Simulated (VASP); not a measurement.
Input of a VASP 6.6.1 run:

File POSCAR:

```
ZrB2
1.0
    3.1673143437      0.0000000000      0.0000000000
   -1.5836571718      2.7429746834      0.0000000000
    0.0000000000      0.0000000000      3.5521986947
Zr B
1 2
Direct
    0.0000000000      0.0000000000      0.0000000000
    0.3333333333      0.6666666667      0.5000000000
    0.6666666667      0.3333333333      0.5000000000
```

File INCAR.step1:

```
ALGO = Normal
EDIFF = 1E-5
ENCUT = 550
GGA = PE
GGA_COMPAT = F
ISMEAR = 0
LASPH = T
LCHARG = F
LREAL = F
LWAVE = T
NBANDS = 16
NELM = 120
PREC = Accurate
SIGMA = 0.1
```

The input INCAR.step2:

```
ALGO = Normal
EDIFF = 1E-6
ENCUT = 550
GGA_COMPAT = F
ISIF = 2
ISMEAR = 0
ISTART = 1
LASPH = T
LCHARG = T
LELF = T
LMIXTAU = T
LREAL = F
LVHAR = T
LWAVE = F
METAGGA = R2SCAN
NBANDS = 16
NELM = 120
PREC = Accurate
SIGMA = 0.1
```

File KPOINTS:

```
k-points
0
Gamma
  15 15 12
```

Potentials or basis: VASP PAW PBE potentials, release 64 (Zr_sv, B).

Run with:

```sh
$ cat potpaw_PBE.64/Zr_sv/POTCAR potpaw_PBE.64/B/POTCAR > POTCAR
$ cp INCAR.step1 INCAR
$ mpirun -np 1 vasp_std > vasp.out
$ cp INCAR.step2 INCAR
$ mpirun -np 1 vasp_std > vasp.out
```

Question: Predict the band gap on the k mesh.

Answer: Zero (bands 9 and 10 overlap by 1.12 eV).

Question: Predict the pressure.

Answer: 0.0 GPa.

Caveat: the PAW data sets were made with another functional, which shifts forces and pressure a little.
